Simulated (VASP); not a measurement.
# Si48C47 (a cell with a defect) in VASP: single point with PBEsol

Aim: the single point of Si48C47 (a cell with a defect) with PBEsol.

Program: VASP 6.6.1. These are calculated values, not measurements. Logs are shortened: lines on timing, memory, paths and dates and some standing lists are left out, and cuts for length are marked.

## 1. The cell of the first run

The cell holds a defect, 95 atoms: a = 9.234 Å, b = 10.663 Å, c = 10.076 Å, α = 90.00°, β = 90.00°, γ = 90.00°.

## 2. Single point, PBEsol

INCAR

```
  ALGO = Normal
  EDIFF = 1E-6
  ENCUT = 520
  GGA = PS
  GGA_COMPAT = F
  ISIF = 2
  ISMEAR = -1
  ISYM = -1
  LASPH = T
  LCHARG = F
  LREAL = Auto
  LWAVE = F
  NBANDS = 243
  NELM = 120
  PREC = Accurate
  SIGMA = 0.05
```

KPOINTS

```
explicit points
1
Reciprocal
  0.25000000   0.25000000   0.25000000 1
```

POSCAR

```
Si48C47
1.0
    9.2342040000      0.0000000000      0.0000000000
    0.0000000000     10.6627400000      0.0000000000
    0.0000000000      0.0000000000     10.0759470000
Si C
48 47
Direct
    0.9988600000      0.9981510000      0.5000520000
    0.3314510000      0.9979350000      0.5009690000
    0.1605490000      0.2477290000      0.5002700000
    0.9988380000      0.5000470000      0.4986030000
    0.6616590000      0.0037830000      0.5004370000
    0.4794260000      0.2581810000      0.5080400000
    0.3332710000      0.4808900000      0.5073240000
    0.1693240000      0.7442090000      0.5002590000
    0.8289380000      0.2506740000      0.4994770000
    0.6632290000      0.4987140000      0.4795300000
    0.5007930000      0.7476720000      0.4994330000
    0.8334910000      0.7516500000      0.4981680000
    0.9996180000      0.1668850000      0.2500940000
    0.3334240000      0.1685420000      0.2515750000
    0.1701220000      0.4167250000      0.2502260000
    0.0021620000      0.6674430000      0.2488410000
    0.6656700000      0.1695050000      0.2524890000
    0.5174950000      0.4257780000      0.2546300000
    0.3366020000      0.6653890000      0.2521320000
    0.1678300000      0.9167020000      0.2507890000
    0.8385510000      0.4175640000      0.2458160000
    0.6704820000      0.6700260000      0.2456200000
    0.5002500000      0.9174190000      0.2501770000
    0.8339590000      0.9184590000      0.2495480000
    0.1651830000      0.0825740000      0.7506210000
    0.9977690000      0.3328620000      0.7496730000
    0.4982670000      0.0824440000      0.7527100000
    0.3303040000      0.3321610000      0.7547050000
    0.1646820000      0.5827040000      0.7512470000
    0.9997530000      0.8324280000      0.7491820000
    0.8320140000      0.0830920000      0.7497370000
    0.6635720000      0.3326710000      0.7478320000
    0.4979450000      0.5820800000      0.7477050000
    0.3327500000      0.8324250000      0.7500680000
    0.8302120000      0.5822530000      0.7427800000
    0.6657540000      0.8333690000      0.7492020000
    0.0001470000      0.9999850000      0.9998720000
    0.3331800000      0.0003510000      0.0010500000
    0.1655390000      0.2498740000      0.0012270000
    0.0004820000      0.5006220000      0.9978480000
    0.6666480000      0.0007790000      0.0011310000
    0.5000160000      0.2523520000      0.0028040000
    0.3357320000      0.4996540000      0.0019530000
    0.1678720000      0.7500140000      0.0005560000
    0.8326790000      0.2502170000      0.9990230000
    0.6693180000      0.5014820000      0.9950280000
    0.5004820000      0.7501960000      0.9989720000
    0.8343540000      0.7503530000      0.9971370000
    0.0012430000      0.0004700000      0.1874610000
    0.3340090000      0.0015340000      0.1882180000
    0.1666400000      0.2503820000      0.1881170000
    0.0046460000      0.5011250000      0.1852960000
    0.6669580000      0.0019390000      0.1888690000
    0.5013640000      0.2551360000      0.1928270000
    0.3399710000      0.4994280000      0.1917890000
    0.1699370000      0.7501250000      0.1883340000
    0.8334820000      0.2503240000      0.1864410000
    0.6768180000      0.5049500000      0.1790050000
    0.5012860000      0.7508570000      0.1864130000
    0.8368040000      0.7522780000      0.1848850000
    0.9986430000      0.9992100000      0.6873690000
    0.3319760000      0.9991140000      0.6884940000
    0.1642600000      0.2492090000      0.6881280000
    0.9984680000      0.4992490000      0.6856630000
    0.6646010000      0.0003820000      0.6877530000
    0.4957030000      0.2481390000      0.6931380000
    0.3297660000      0.4980670000      0.6924240000
    0.1663580000      0.7483870000      0.6874000000
    0.8310420000      0.2498670000      0.6868160000
    0.6597210000      0.4968400000      0.6754300000
    0.4994780000      0.7492020000      0.6867850000
    0.8320130000      0.7501050000      0.6851140000
    0.9949660000      0.1645760000      0.4381350000
    0.3260150000      0.1635510000      0.4387160000
    0.1623360000      0.4136660000      0.4374010000
    0.0001980000      0.6665010000      0.4369050000
    0.6559860000      0.1753270000      0.4403500000
    0.3388000000      0.6552530000      0.4400950000
    0.1665170000      0.9123460000      0.4389100000
    0.8350140000      0.4156330000      0.4335670000
    0.6684720000      0.6690000000      0.4334780000
    0.4980580000      0.9156270000      0.4382510000
    0.8303170000      0.9193130000      0.4375700000
    0.1665050000      0.0834730000      0.9384790000
    0.9995370000      0.3334980000      0.9376020000
    0.4997740000      0.0843870000      0.9412510000
    0.3321700000      0.3331400000      0.9416040000
    0.1680520000      0.5833360000      0.9394030000
    0.0013080000      0.8334120000      0.9371620000
    0.8332010000      0.0833940000      0.9378100000
    0.6663170000      0.3342450000      0.9364290000
    0.5010130000      0.5833470000      0.9361760000
    0.3338120000      0.8336570000      0.9379360000
    0.8343590000      0.5840410000      0.9314770000
    0.6670010000      0.8342040000      0.9374970000
```

Potentials or basis: VASP PAW PBE potentials, release 64 (Si, C).

On the command line:

```
$ cat potpaw_PBE.64/Si/POTCAR potpaw_PBE.64/C/POTCAR > POTCAR
$ mpirun -np 1 vasp_std > vasp.out
```

OUTCAR:

```text
EDIFF = 1E-6
   ENCUT = 520
   GGA = PS
   ISIF = 2
   ISMEAR = -1
   ISYM = -1
   LASPH = T
   LREAL = Auto
   NELM = 120
   PREC = Accurate

 ion  position               nearest neighbor table
   1  0.999  0.998  0.500-  83 1.88  73 1.88  61 1.89  79 1.90  12 3.04   3 3.05  24 3.07  30 3.07
                             2 3.07  20 3.08  31 3.09  25 3.09  13 3.10   5 3.11   9 3.12   8 3.13
   2  0.331  0.998  0.501-  74 1.87  82 1.88  79 1.88  62 1.89   5 3.05  20 3.06  34 3.07   1 3.07
                            25 3.08  23 3.09   8 3.09  11 3.09   6 3.09   3 3.10  27 3.10  14 3.10
   3  0.161  0.248  0.500-  73 1.88  74 1.88  75 1.88  63 1.89   6 2.95   7 2.95  13 3.05   1 3.05
                             9 3.06  26 3.07  25 3.08   4 3.08  14 3.09   2 3.10  15 3.10  28 3.14
   4  0.999  0.500  0.499-  75 1.87  80 1.88  76 1.88  64 1.88  35 3.04   8 3.04  21 3.07   3 3.08
                            16 3.09  12 3.09   9 3.09  15 3.09  26 3.09   7 3.10  29 3.10  10 3.11
   5  0.662  0.004  0.500-  82 1.89  65 1.89  83 1.91  77 1.93   2 3.05   9 3.05  17 3.06  23 3.07
                            27 3.07  31 3.08  36 3.10  11 3.11   1 3.11  12 3.12  24 3.12
   6  0.479  0.258  0.508-  66 1.87  74 1.87  77 1.98   7 2.73   3 2.95  28 2.95  32 3.06  14 3.07
                            10 3.09   2 3.09  27 3.10  18 3.14
   7  0.333  0.481  0.507-  75 1.87  67 1.87  78 1.98   6 2.73  28 2.95   3 2.95  33 3.06  10 3.07
                            15 3.07   4 3.10  29 3.11  18 3.12
   8  0.169  0.744  0.500-  76 1.88  68 1.89  79 1.90  78 1.93   4 3.04  19 3.06  29 3.06  11 3.06
                            16 3.08  34 3.08   2 3.09  12 3.10  30 3.10  20 3.11   1 3.13
   9  0.829  0.251  0.499-  80 1.88  77 1.88  69 1.89  73 1.89  17 3.04   5 3.05  32 3.06  10 3.06
                             3 3.06   4 3.09  31 3.09  26 3.09  13 3.10  21 3.12   1 3.12
  10  0.663  0.499  0.480-  81 1.87  80 1.87  70 1.97  18 2.75  22 2.98  21 2.99  11 3.06   9 3.06
                             7 3.07   6 3.09   4 3.11  12 3.13
  11  0.501  0.748  0.499-  81 1.88  71 1.89  78 1.89  82 1.89  19 3.05  10 3.06   8 3.06  33 3.06
                            12 3.07  36 3.08   2 3.09  23 3.10  34 3.10   5 3.11  22 3.11
[... 119 lines left out ...]
  94  0.834  0.584  0.931-  46 1.87  48 1.89  40 1.90  35 1.90
  95  0.667  0.834  0.937-  48 1.88  47 1.88  41 1.89  36 1.90

IMPORTANT INFORMATION: All symmetrisations will be switched off!
NOSYMM: (Re-)initialisation of all symmetry stuff for point group C_1.

----------------------------------------------------------------------------------------

                                     Primitive cell

  volume of cell :     992.0971

  direct lattice vectors                    reciprocal lattice vectors
     9.234204000  0.000000000  0.000000000     0.108293037  0.000000000  0.000000000
     0.000000000 10.662740000  0.000000000     0.000000000  0.093784524  0.000000000
     0.000000000  0.000000000 10.075947000     0.000000000  0.000000000  0.099246254

  length of vectors
     9.234204000 10.662740000 10.075947000     0.108293037  0.093784524  0.099246254

  position of ions in fractional coordinates (direct lattice)
     0.998860000  0.998151000  0.500052000
     0.331451000  0.997935000  0.500969000
     0.160549000  0.247729000  0.500270000
     0.998838000  0.500047000  0.498603000
     0.661659000  0.003783000  0.500437000
     0.479426000  0.258181000  0.508040000
[... 87 lines left out ...]
     0.834359000  0.584041000  0.931477000
     0.667001000  0.834204000  0.937497000

  ion indices of the primitive-cell ions
   primitive index   ion index
                 1           1
                 2           2
                 3           3
                 4           4
                 5           5
                 6           6
[... 87 lines left out ...]
                94          94
                95          95

----------------------------------------------------------------------------------------

 KPOINTS: explicit points

Read explicit list of k-points.

 Found      1 k-points:

 Following reciprocal coordinates:
            Coordinates               Weight
  0.250000  0.250000  0.250000      1.000000
   k-points           NKPTS =      1   k-points in BZ     NKDIM =      1   number of bands    NBANDS=    243
   number of dos      NEDOS =    301   number of ions     NIONS =     95
   total plane-waves  NPLWV = 448000
   dimension x,y,z NGX =    70 NGY =   80 NGZ =   80
   dimension x,y,z NGXF=   140 NGYF=  160 NGZF=  160
   ions per type =              48  47
   NGX,Y,Z   is equivalent  to a cutoff of  12.60, 12.47, 13.20 a.u.
   NGXF,Y,Z  is equivalent  to a cutoff of  25.20, 24.95, 26.40 a.u.
 SYSTEM =  unknown system
   PREC   = accura    normal or accurate (medium, high low for compatibility)
   ISTART =      0    job   : 0-new  1-cont  2-samecut
   ICHARG =      2    charge: 1-file 2-atom 10-const
   ISPIN  =      1    spin polarized calculation?
   LNONCOLLINEAR =      F non collinear calculations
   LSORBIT =      F    spin-orbit coupling
   LASPH  =      T    aspherical Exc in radial PAW
   ENCUT  =  520.0 eV  38.22 Ry    6.18 a.u.  17.17 19.83 18.73*2*pi/ulx,y,z
   NELM   =    120;   NELMIN=  2; NELMDL= -5     # of ELM steps
   EDIFF  = 0.1E-05   stopping-criterion for ELM
   LREAL  =      T    real-space projection
   EDIFFG = 0.1E-04   stopping-criterion for IOM
   NSW    =      0    number of steps for IOM
   IBRION =     -1    ionic relax: 0-MD 1-quasi-New 2-CG
   NFREE  =      0    steps in history (QN), initial steepest desc. (CG)
   ISIF   =      2    stress and relaxation
   ISYM   =     -1    0-nonsym 1-usesym 2-fastsym
   POTIM  = 0.5000    time-step for ionic-motion
   TEBEG  =    0.0;   TEEND  =   0.0 temperature during run
   PSTRESS=    0.0 pullay stress
   NELECT =     380.0000    total number of electrons
   NUPDOWN=      -1.0000    fix difference up-down
   EMIN   =  10.00;   EMAX   =-10.00  energy-range for DOS
   EFERMI =   0.00;   METHOD = LEGACY
   ISMEAR =    -1;   SIGMA  =   0.05  broadening in eV -4-tet -1-fermi 0-gaus
   EFERMI_NEDOS =   21; number of points for ismear=-14 and -15
   IALGO  =     38    algorithm
   IMIX   =      4    mixing-type and parameters
     AMIX     =   0.40;   BMIX     =  1.00
     AMIX_MAG =   1.60;   BMIX_MAG =  1.00
  volume/ion in A,a.u.               =      10.44        70.47
  Fermi-wavevector in a.u.,A,eV,Ry     =   1.188916  2.246726 19.232137  1.413522
  Thomas-Fermi vector in A             =   2.325035
   LORBIT       =      0    0 simple, 1 ext, 2 COOP (PROOUT), +10 PAW based schemes
   GGA     = PS    functional components
   LHFCALC =     F    Hartree Fock is set to
   AEXX    =    0.0000 exact exchange contribution
   IVDW    =     0    specifies the selected vdW correction
   LEPSILON=     F    determine dielectric tensor
   LRPA    =     F    only Hartree local field effects (RPA)
 non-spin polarized calculation
  energy-cutoff  :      520.00
  volume of cell :      992.10
 maximum number of plane-waves:     26706
 NGX is ok and might be reduce to    70
   NGX = 35   NGY = 39   NGZ = 37

 number of electron     380.0000010 magnetization

 Free energy of the ion-electron system (eV)
  ---------------------------------------------------
  ext. energy  EPLUGINS =         0.00000000
  ---------------------------------------------------
  free energy    TOTEN  =      -750.13167820 eV

  energy without entropy =     -750.13164693  energy(sigma->0) =     -750.13166256

 E-fermi :   9.6067     XC(G=0): -11.4770

 val. band max:        9.0429503113   @ k =   0.2500   0.2500   0.2500
 cond. band min:      10.1714077972   @ k =   0.2500   0.2500   0.2500
 fundamental gap:      1.1284574860
 Fermi energy:         9.6066879624

 k-point     1 :       0.2500    0.2500    0.2500
  band No.  band energies     occupation
      1      -7.1645      2.00000
      2      -6.6384      2.00000
      3      -6.5696      2.00000
      4      -6.4325      2.00000
      5      -6.0484      2.00000
      6      -5.9251      2.00000
[... 194 lines left out ...]
    201      11.6868      0.00000
    202      11.7112      0.00000
 [bands above 202 left out]

------------------------ aborting loop because EDIFF is reached ----------------------------------------

  FORCE on cell =-STRESS in cart. coord.  units (eV):
  Direction    XX          YY          ZZ          XY          YZ          ZX
  --------------------------------------------------------------------------------------
  -------------------------------------------------------------------------------------
  Total        1.2506061     -5.8287864      1.0941718      9.8097819     -5.3296102     -7.6203817
  in kB        2.0196539     -9.4131410      1.7670219     15.8422104     -8.6070014    -12.3064601
  external PRESSURE =      -1.8754884 kB  Pullay stress =       0.0000000 kB

 VOLUME and BASIS-vectors are now :
 -----------------------------------------------------------------------------
  energy-cutoff  :      520.00
  volume of cell :      992.10
      direct lattice vectors                 reciprocal lattice vectors
     9.234204000  0.000000000  0.000000000     0.108293037  0.000000000  0.000000000
     0.000000000 10.662740000  0.000000000     0.000000000  0.093784524  0.000000000
     0.000000000  0.000000000 10.075947000     0.000000000  0.000000000  0.099246254

 POSITION                                       TOTAL-FORCE (eV/Angst)
 -----------------------------------------------------------------------------------
      9.22368     10.64302      5.03850        -0.000051      0.000004      0.001258
      3.06069     10.64072      5.04774         0.003984      0.000022      0.003396
      1.48254      2.64147      5.04069        -0.002688      0.001200      0.001840
      9.22347      5.33187      5.02390        -0.004193     -0.001350     -0.000438
      6.10989      0.04034      5.04238         0.003210      0.006796      0.001125
      4.42712      2.75292      5.11898         0.003259      0.007193     -0.002969
[... 87 lines left out ...]
      7.70464      6.22748      9.38551         0.000858     -0.006177      0.002317
      6.15922      8.89490      9.44617         0.004209      0.002792      0.000670
 -----------------------------------------------------------------------------------
    total drift:                                0.048294     -0.011667      0.015352

  FREE ENERGIE OF THE ION-ELECTRON SYSTEM (eV)
  ---------------------------------------------------
  free  energy   TOTEN  =      -750.1316782009 eV

  energy  without entropy=     -750.1316469275  energy(sigma->0) =     -750.13166256
```

It took 11 min on 1 thread of Intel Xeon Platinum 8259CL at 2.50GHz (Skylake/Cascade Lake), shared host; peak memory 0.89 GiB.

Results:

| Quantity | Value |
| --- | --- |
| Free energy | -750.1317 eV |
| Pressure | -0.2 GPa |
| Largest force | 0.018 eV/Å |
| Band gap on the k mesh | 1.13 eV |

Forces on the atoms (eV/Å):
```
Si   0.000  0.000  0.001
Si   0.004  0.000  0.003
Si  -0.003  0.001  0.002
Si  -0.004 -0.001  0.000
Si   0.003  0.007  0.001
Si   0.003  0.007 -0.003
Si   0.009 -0.004 -0.006
Si   0.000 -0.002  0.000
Si   0.003  0.003 -0.002
Si  -0.010 -0.006  0.001
Si   0.004  0.001 -0.002
Si  -0.004 -0.004  0.000
Si   0.001  0.001 -0.001
Si   0.004  0.000 -0.002
Si  -0.002  0.002  0.001
Si   0.000 -0.002  0.000
Si   0.002 -0.003 -0.003
Si  -0.006 -0.002  0.006
Si  -0.001  0.003 -0.004
Si  -0.005  0.000 -0.002
Si  -0.004  0.000  0.001
Si  -0.001 -0.006  0.001
Si   0.000 -0.004  0.000
Si   0.003 -0.003 -0.002
Si  -0.001 -0.002  0.001
Si  -0.004  0.005  0.000
Si   0.001  0.002 -0.001
Si   0.001 -0.002  0.001
Si  -0.005  0.000 -0.002
Si  -0.002  0.001  0.002
Si   0.002 -0.002  0.000
Si   0.000 -0.004  0.002
Si  -0.004  0.004  0.001
Si   0.003 -0.002  0.000
Si  -0.002 -0.002 -0.004
Si  -0.001 -0.002  0.003
Si  -0.002 -0.001  0.001
Si  -0.002  0.000  0.000
Si   0.001  0.003  0.002
Si   0.000  0.003 -0.001
Si   0.002  0.000  0.000
Si  -0.002  0.001  0.000
Si   0.000  0.001  0.004
Si  -0.001  0.001  0.000
Si  -0.002  0.001  0.002
Si  -0.002 -0.001  0.002
Si   0.002  0.000 -0.001
Si  -0.003 -0.001  0.000
C    0.003  0.002 -0.002
C    0.005  0.002 -0.002
C   -0.003 -0.001 -0.004
C    0.004  0.002  0.005
C    0.001  0.005 -0.002
C   -0.003  0.000  0.002
C   -0.003 -0.005  0.002
C    0.002 -0.004 -0.004
C   -0.002 -0.001  0.005
C    0.012  0.013  0.002
C   -0.002  0.001 -0.001
C   -0.001  0.004  0.002
C   -0.003 -0.001  0.001
C    0.001 -0.004 -0.001
C    0.002 -0.001 -0.007
C    0.000  0.002  0.006
C   -0.002  0.002 -0.001
C   -0.001 -0.003  0.005
C    0.008 -0.002  0.002
C   -0.005 -0.001  0.005
C    0.002  0.002  0.001
C    0.008 -0.001 -0.003
C    0.000 -0.003  0.002
C    0.005  0.005  0.013
C   -0.005  0.005  0.000
C   -0.009  0.000 -0.009
C   -0.001 -0.001 -0.006
C   -0.002  0.008  0.000
C   -0.001 -0.001 -0.004
C   -0.004  0.004 -0.004
C   -0.001 -0.001 -0.007
C    0.008  0.004  0.001
C   -0.009  0.008  0.003
C   -0.006 -0.001  0.001
C    0.003 -0.009 -0.002
C    0.003  0.002 -0.001
C   -0.001 -0.004 -0.001
C    0.001 -0.009 -0.002
C    0.009 -0.005  0.001
C   -0.001 -0.002 -0.004
C    0.004 -0.004  0.001
C   -0.004  0.001 -0.002
C    0.001  0.003  0.000
C    0.006 -0.003  0.002
C   -0.001  0.003 -0.001
C    0.001 -0.006  0.002
C    0.004  0.003  0.001
```

Stress tensor (GPa, compression positive):
```
 0.20  1.58 -1.23
 1.58 -0.94 -0.86
-1.23 -0.86  0.18
```

Caveat: the PAW data sets were made with another functional, which shifts forces and pressure a little.
